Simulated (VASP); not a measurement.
W: single point with LDA

Crystal: W.

```
W
1.0
     0.00000   -1.98648   -1.98648
     0.00000    1.98648   -1.98648
     3.97296    0.00000    0.00000
W
2
Direct
  0.53051 0.46949 0.48631
  0.96949 0.03051 0.01369
```

This cell differs from its parent crystal: atoms displaced along a vibrational mode.

```
Program                : VASP 6.6.1
Task                   : single point
Functional             : LDA
Potentials or basis    : VASP PAW LDA potentials, release 64 (W_sv)
Cutoff                 : 500 eV
k mesh                 : 16 × 16 × 12
Occupations            : gaussian, width 0.15 eV
Spin                   : no spin polarisation
Dipole correction      : no
Further INCAR settings : ALGO = Normal; EDIFF = 1e-06; NBANDS = 21
```

```yaml
Pressure: 6.9 GPa
Largest_force: 1.663 eV/Å
Band_gap_on_the_k_mesh: zero (bands 14 and 15 overlap by 3.96 eV)
```

Forces on the atoms (eV/Å):
```
W    1.435  0.840  0.000
W   -1.435 -0.840  0.000
```

Stress tensor (GPa, compression positive):
```
 6.04 -4.02  0.00
-4.02  4.28  0.00
 0.00  0.00 10.44
```

Levels at points of the mesh, in eV from the Fermi level:
| k point | band 12 | band 13 | band 14 | band 15 | band 16 | band 17 |
| --- | --- | --- | --- | --- | --- | --- |
| (0.00, 0.00, 0.00) | -0.97 | -0.74 | -0.41 | 2.12 | 2.76 | 3.85 |
| (0.50, 0.00, 0.00) | -2.35 | -2.05 | -1.25 | 0.69 | 0.94 | 1.95 |
| (0.50, 0.50, 0.00) | -4.69 | 2.75 | 3.44 | 5.06 | 5.48 | 5.95 |
| (0.00, 0.00, 0.50) | -3.00 | -1.04 | 0.14 | 1.66 | 1.68 | 2.05 |
| (0.50, 0.00, 0.50) | -1.20 | -0.81 | -0.67 | 0.94 | 0.99 | 4.83 |
| (0.50, 0.50, 0.50) | -2.29 | -1.84 | -1.74 | 1.55 | 1.63 | 6.05 |

Wall time 4.7 min on 1 thread of Intel(R) Xeon(R) Platinum 8259CL CPU @ 2.50GHz (Skylake/Cascade Lake), with other jobs on the host, peak memory 0.46 GiB.

Caveat: the cell differs from its parent crystal (atoms displaced along a vibrational mode); the cell stands under pressure; spin-orbit coupling is left out, which moves the levels of the heavy elements; forces of over 1 eV/Å act on the atoms, so gaps and moduli don't describe the material at rest.
